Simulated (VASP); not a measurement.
Set up this calculation in VASP 6.6.1, as the native input.

```yaml
Task: single point
Functional: PBE
Potentials_or_basis: VASP PAW PBE potentials, release 64 (Ca_sv)
Cutoff: 520 eV
k_mesh: 8 × 8 × 8
Occupations: fermi-dirac, width 0.05 eV
Spin: no spin polarisation
Dipole_correction: no
Further_INCAR_settings: ALGO = Normal; EDIFF = 1e-06; NBANDS = 11
```

The structure of Ca lies in POSCAR:

```
Ca
1.0
    0.0000000000      2.6733072655      2.6733072655
    2.6733072655      0.0000000000      2.6733072655
    2.6733072655      2.6733072655      0.0000000000
Ca
1
Direct
    0.0000000000      0.0000000000      0.0000000000
```

These files were run (other wordings do the same):

INCAR

```
SYSTEM = Ca
PREC = Accurate
ENCUT = 520
EDIFF = 1E-6
ISMEAR = -1
SIGMA = 0.05
LREAL = .FALSE.
LASPH = .TRUE.
NELM = 80
ALGO = Normal
ISIF = 2
LWAVE = .FALSE.
LCHARG = .FALSE.
GGA = PE
NBANDS = 11
```

KPOINTS

```
Automatic mesh
0
G
  8 8 8
  0 0 0
```

Potentials or basis: VASP PAW PBE potentials, release 64 (Ca_sv).

The run is started by

```sh
$ cat potpaw_PBE.64/Ca_sv/POTCAR > POTCAR
$ mpirun -np 1 vasp_std > vasp.out
```

It gave:

```yaml
Pressure: 2.0 GPa
Band_gap_on_the_k_mesh: zero (band 5 reaches 2.51 eV, above the bottom of band 6 at 2.30 eV)
```

Run time: 4.2 s on 1 thread of Intel(R) Xeon(R) 6975P-C (Granite Rapids), on a shared host, peak memory 0.16 GiB.
